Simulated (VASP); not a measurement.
## CdTe: single point with PBE

The system is CdTe.

```
Cd Te
1.0
     0.00000    3.30869    3.35832
     3.30869    0.00000    3.35832
     3.30869    3.30869    0.00000
Cd Te
1 1
Direct
  0.00000 0.00000 0.00000
  0.75000 0.75000 0.75000
```

This cell differs from its parent crystal: strain +0.000 along x and y, +0.015 along z.

```yaml
Program: VASP 6.6.1
Task: single point
Functional: PBE
Potentials_or_basis: VASP PAW PBE potentials, release 64 (Cd, Te)
Cutoff: 520 eV
k_mesh: 10 × 10 × 10
Occupations: gaussian, width 0.05 eV
Spin: no spin polarisation
```

```yaml
Pressure: -0.4 GPa
Band_gap_on_the_k_mesh: 0.52 eV
```

Stress tensor (GPa, compression positive):
```
-0.30  0.00  0.00
 0.00 -0.30  0.00
 0.00  0.00 -0.56
```

Levels at points of the mesh, in eV from the valence-band top:
```tsv
k point	band 6	band 7	band 8	band 9	band 10	band 11	band 12	band 13
(0.00, 0.00, 0.00)	-7.86	-0.05	0.00	0.00	0.52	4.63	4.63	4.64
(0.50, 0.00, 0.00)	-7.56	-4.02	-0.72	-0.65	1.72	5.16	5.24	6.97
(0.50, 0.50, 0.00)	-7.46	-4.01	-1.59	-1.59	2.72	2.79	8.36	8.72
(0.50, 0.00, 0.50)	-7.44	-3.94	-1.66	-1.64	2.62	2.74	8.45	8.67
```

Run time: 41 s on 1 thread of Intel(R) Xeon(R) 6975P-C (Granite Rapids), on a shared host, peak memory 0.28 GiB.

Caveat: the cell differs from its parent crystal (strain +0.000 along x and y, +0.015 along z); spin-orbit coupling is left out, which moves the levels of the heavy elements.
